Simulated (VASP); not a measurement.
# SnO2 (Pbcn) in VASP: notebook, part 2 of 2

VASP 6.6.1.

### Step 3. Single point, LDA (10.98 Å³/atom)

This run uses another cell than the first one, of 10.98 Å³/atom.

Input file INCAR:

```
SYSTEM = SnO2
ALGO = Normal
EDIFF = 1E-7
ENCUT = 520
ISIF = 2
ISMEAR = 0
LASPH = .True.
LCHARG = .False.
LREAL = .False.
LWAVE = .False.
NBANDS = 64
NELM = 80
PREC = Accurate
SIGMA = 0.05
```

Input file KPOINTS:

```
k-points
0
Gamma
  6 6 6
  0 0 0
```

Input file POSCAR:

```
SnO2
1.0
    4.5349449022      0.0000000000      0.0000000000
    0.0000000000      5.7924007901      0.0000000000
    0.0000000000      0.0000000000      5.0173178029
Sn O
4 8
Direct
    0.5000000000      0.6673419135      0.7500000000
    0.0000000000      0.8326580865      0.2500000000
    0.5000000000      0.3326580865      0.2500000000
    0.0000000000      0.1673419135      0.7500000000
    0.7309254637      0.6050162923      0.0776916535
    0.2309254637      0.8949837077      0.9223083465
    0.7690745363      0.8949837077      0.5776916535
    0.2690745363      0.6050162923      0.4223083465
    0.7309254637      0.3949837077      0.5776916535
    0.2309254637      0.1050162923      0.4223083465
    0.7690745363      0.1050162923      0.0776916535
    0.2690745363      0.3949837077      0.9223083465
```

Potentials or basis: VASP PAW LDA potentials, release 64 (Sn_d, O).

Started as:

```
$ cat potpaw_LDA.64/Sn_d/POTCAR potpaw_LDA.64/O/POTCAR > POTCAR
$ mpirun -np 1 vasp_std > vasp.out
```

OUTCAR:

```text
SYSTEM = SnO2
   EDIFF = 1E-7
   ENCUT = 520
   ISIF = 2
   ISMEAR = 0
   LASPH = .True.
   LREAL = .False.
   NELM = 80
   PREC = Accurate

 ion  position               nearest neighbor table
   1  0.500  0.667  0.750-   5 1.98   8 1.98   7 1.99   6 1.99   9 2.08  12 2.08   3 3.17   3 3.17
                             2 3.51   2 3.51   2 3.51   2 3.51   4 3.68   4 3.68   4 3.68   4 3.68
   2  0.000  0.833  0.250-   6 1.98   7 1.98   5 1.99   8 1.99  10 2.08  11 2.08   4 3.17   4 3.17
                             1 3.51   1 3.51   1 3.51   1 3.51   3 3.68   3 3.68   3 3.68   3 3.68
   3  0.500  0.333  0.250-   9 1.98  12 1.98  11 1.99  10 1.99   5 2.08   8 2.08   1 3.17   1 3.17
                             4 3.51   4 3.51   4 3.51   4 3.51   2 3.68   2 3.68   2 3.68   2 3.68
   4  0.000  0.167  0.750-  10 1.98  11 1.98   9 1.99  12 1.99   6 2.08   7 2.08   2 3.17   2 3.17
                             3 3.51   3 3.51   3 3.51   3 3.51   1 3.68   1 3.68   1 3.68   1 3.68
   5  0.731  0.605  0.078-   1 1.98   2 1.99   3 2.08
   6  0.231  0.895  0.922-   2 1.98   1 1.99   4 2.08
   7  0.769  0.895  0.578-   2 1.98   1 1.99   4 2.08
   8  0.269  0.605  0.422-   1 1.98   2 1.99   3 2.08
   9  0.731  0.395  0.578-   3 1.98   4 1.99   1 2.08
  10  0.231  0.105  0.422-   4 1.98   3 1.99   2 2.08
  11  0.769  0.105  0.078-   4 1.98   3 1.99   2 2.08
  12  0.269  0.395  0.922-   3 1.98   4 1.99   1 2.08

  LATTYP: Found a simple orthorhombic cell.
 ALAT       =     4.5349449022
 B/A-ratio  =     1.1063679738
 C/A-ratio  =     1.2772814036

  Lattice vectors:

 A1 = (  -4.5349449022,   0.0000000000,   0.0000000000)
 A2 = (   0.0000000000,   0.0000000000,   5.0173178029)
 A3 = (   0.0000000000,   5.7924007901,   0.0000000000)

Analysis of symmetry for initial positions (statically):
=====================================================================
 Subroutine PRICEL returns:
 Original cell was already a primitive cell.

 Routine SETGRP: Setting up the symmetry group for a
 simple orthorhombic supercell.

 Subroutine GETGRP returns: Found  8 space group operations
 (whereof  2 operations were pure point group operations)
 out of a pool of  8 trial point group operations.

The static configuration has the point symmetry S_2 .
 The point group associated with its full space group is D_2h.

Analysis of symmetry for dynamics (positions and initial velocities):
=====================================================================
 Subroutine PRICEL returns:
 Original cell was already a primitive cell.

 Routine SETGRP: Setting up the symmetry group for a
 simple orthorhombic supercell.

 Subroutine GETGRP returns: Found  8 space group operations
 (whereof  2 operations were pure point group operations)
 out of a pool of  8 trial point group operations.

The dynamic configuration has the point symmetry S_2 .
 The point group associated with its full space group is D_2h.

 Subroutine INISYM returns: Found  8 space group operations
 (whereof  2 operations are pure point group operations),
 and found     1 'primitive' translations

----------------------------------------------------------------------------------------

                                     Primitive cell

  volume of cell :     131.7960

[... 92 lines left out ...]
   total plane-waves  NPLWV =  69120
   dimension x,y,z NGX =    36 NGY =   48 NGZ =   40
   dimension x,y,z NGXF=    72 NGYF=   96 NGZF=   80
   ions per type =               4   8
   NGX,Y,Z   is equivalent  to a cutoff of  13.20, 13.78, 13.25 a.u.
   NGXF,Y,Z  is equivalent  to a cutoff of  26.39, 27.55, 26.51 a.u.
 SYSTEM =  SnO2
   PREC   = accura    normal or accurate (medium, high low for compatibility)
   ISTART =      0    job   : 0-new  1-cont  2-samecut
   ICHARG =      2    charge: 1-file 2-atom 10-const
   ISPIN  =      1    spin polarized calculation?
   LNONCOLLINEAR =      F non collinear calculations
   LSORBIT =      F    spin-orbit coupling
   LASPH  =      T    aspherical Exc in radial PAW
   ENCUT  =  520.0 eV  38.22 Ry    6.18 a.u.   8.43 10.77  9.33*2*pi/ulx,y,z
   NELM   =     80;   NELMIN=  2; NELMDL= -5     # of ELM steps
   EDIFF  = 0.1E-06   stopping-criterion for ELM
   LREAL  =      F    real-space projection
   EDIFFG = 0.1E-05   stopping-criterion for IOM
   NSW    =      0    number of steps for IOM
   IBRION =     -1    ionic relax: 0-MD 1-quasi-New 2-CG
   NFREE  =      0    steps in history (QN), initial steepest desc. (CG)
   ISIF   =      2    stress and relaxation
   ISYM   =      2    0-nonsym 1-usesym 2-fastsym
   POTIM  = 0.5000    time-step for ionic-motion
   TEBEG  =    0.0;   TEEND  =   0.0 temperature during run
   PSTRESS=    0.0 pullay stress
   NELECT =     104.0000    total number of electrons
   NUPDOWN=      -1.0000    fix difference up-down
   EMIN   =  10.00;   EMAX   =-10.00  energy-range for DOS
   EFERMI =   0.00;   METHOD = LEGACY
   ISMEAR =     0;   SIGMA  =   0.05  broadening in eV -4-tet -1-fermi 0-gaus
   EFERMI_NEDOS =   21; number of points for ismear=-14 and -15
   IALGO  =     38    algorithm
   IMIX   =      4    mixing-type and parameters
     AMIX     =   0.40;   BMIX     =  1.00
     AMIX_MAG =   1.60;   BMIX_MAG =  1.00
  volume/ion in A,a.u.               =      10.98        74.12
  Fermi-wavevector in a.u.,A,eV,Ry     =   1.512813  2.858802 31.138330  2.288603
  Thomas-Fermi vector in A             =   2.622687
   LORBIT       =      0    0 simple, 1 ext, 2 COOP (PROOUT), +10 PAW based schemes
   GGA     = CA    functional components
   LHFCALC =     F    Hartree Fock is set to
   AEXX    =    0.0000 exact exchange contribution
   IVDW    =     0    specifies the selected vdW correction
   LEPSILON=     F    determine dielectric tensor
   LRPA    =     F    only Hartree local field effects (RPA)
 non-spin polarized calculation
 Gauss-broadening in eV      SIGMA  =   0.05
  energy-cutoff  :      520.00
  volume of cell :      131.80
 maximum number of plane-waves:      3577
 NGX is ok and might be reduce to    36
   NGX = 17   NGY = 21   NGZ = 19

 number of electron     104.0000022 magnetization

 Free energy of the ion-electron system (eV)
  ---------------------------------------------------
  ext. energy  EPLUGINS =         0.00000000
  ---------------------------------------------------
  free energy    TOTEN  =       -83.84907485 eV

  energy without entropy =      -83.84907485  energy(sigma->0) =      -83.84907485

 E-fermi :   6.8317     XC(G=0): -12.2745

 val. band max:        6.5463116152   @ k =   0.1667   0.5000   0.3333
 cond. band min:       8.7637158018   @ k =   0.0000   0.0000   0.0000
 fundamental gap:      2.2174041866
 Fermi energy:         6.8317255618

 k-point     1 :       0.0000    0.0000    0.0000
  band No.  band energies     occupation
      1     -14.1324      2.00000
      2     -13.8898      2.00000
      3     -13.7706      2.00000
      4     -13.6001      2.00000
      5     -13.3609      2.00000
      6     -13.0724      2.00000
[... 1597 lines left out ...]
     63      17.8678      0.00000
     64      17.8682      0.00000

 [... further k-points ...]

------------------------ aborting loop because EDIFF is reached ----------------------------------------

  FORCE on cell =-STRESS in cart. coord.  units (eV):
  Direction    XX          YY          ZZ          XY          YZ          ZX
  --------------------------------------------------------------------------------------
  -------------------------------------------------------------------------------------
  Total       14.2965869      7.0214506     18.3206114      0.0000000      0.0000000      0.0000000
  in kB      173.7963784     85.3562247    222.7144091      0.0000000      0.0000000      0.0000000
  external PRESSURE =     160.6223374 kB  Pullay stress =       0.0000000 kB

 VOLUME and BASIS-vectors are now :
 -----------------------------------------------------------------------------
  energy-cutoff  :      520.00
  volume of cell :      131.80
      direct lattice vectors                 reciprocal lattice vectors
     4.534944902  0.000000000  0.000000000     0.220509846  0.000000000  0.000000000
     0.000000000  5.792400790  0.000000000     0.000000000  0.172639988  0.000000000
     0.000000000  0.000000000  5.017317803     0.000000000  0.000000000  0.199309679

 POSITION                                       TOTAL-FORCE (eV/Angst)
 -----------------------------------------------------------------------------------
      2.26747      3.86551      3.76299        -0.000000      0.146221      0.000000
      0.00000      4.82309      1.25433        -0.000000     -0.146221      0.000000
      2.26747      1.92689      1.25433        -0.000000     -0.146221      0.000000
      0.00000      0.96931      3.76299        -0.000000      0.146221      0.000000
      3.31471      3.50450      0.38980         0.451442     -0.079561      0.316671
      1.04723      5.18410      4.62751         0.451442      0.079561     -0.316671
      3.48771      5.18410      2.89846        -0.451442      0.079561      0.316671
      1.22024      3.50450      2.11886        -0.451442     -0.079561     -0.316671
      3.31471      2.28790      2.89846         0.451442      0.079561      0.316671
      1.04723      0.60830      2.11886         0.451442     -0.079561     -0.316671
      3.48771      0.60830      0.38980        -0.451442     -0.079561      0.316671
      1.22024      2.28790      4.62751        -0.451442      0.079561     -0.316671
 -----------------------------------------------------------------------------------
    total drift:                               -0.000000     -0.000000      0.000000

  FREE ENERGIE OF THE ION-ELECTRON SYSTEM (eV)
  ---------------------------------------------------
  free  energy   TOTEN  =       -83.8490748541 eV

  energy  without entropy=      -83.8490748541  energy(sigma->0) =      -83.84907485
```

Run time: 8.2 min. Hardware: 1 thread of AMD EPYC 7R13 (Zen 3), shared host; peak memory 0.43 GiB.

Results:

```yaml
Free_energy: -83.8491 eV
Pressure: 16.1 GPa
Largest_force: 0.557 eV/Å
Band_gap_on_the_k_mesh: 2.22 eV (least direct gap 2.23 eV)
```

Forces in eV/Å, atoms in the order of the input:
```
Sn   0.000  0.146  0.000
Sn   0.000 -0.146  0.000
Sn   0.000 -0.146  0.000
Sn   0.000  0.146  0.000
O    0.451 -0.080  0.317
O    0.451  0.080 -0.317
O   -0.451  0.080  0.317
O   -0.451 -0.080 -0.317
O    0.451  0.080  0.317
O    0.451 -0.080 -0.317
O   -0.451 -0.080  0.317
O   -0.451  0.080 -0.317
```

Caveat: the stress differs along the axes, from 9 to 22 GPa; spin-orbit coupling is left out, which moves the levels of the heavy elements.
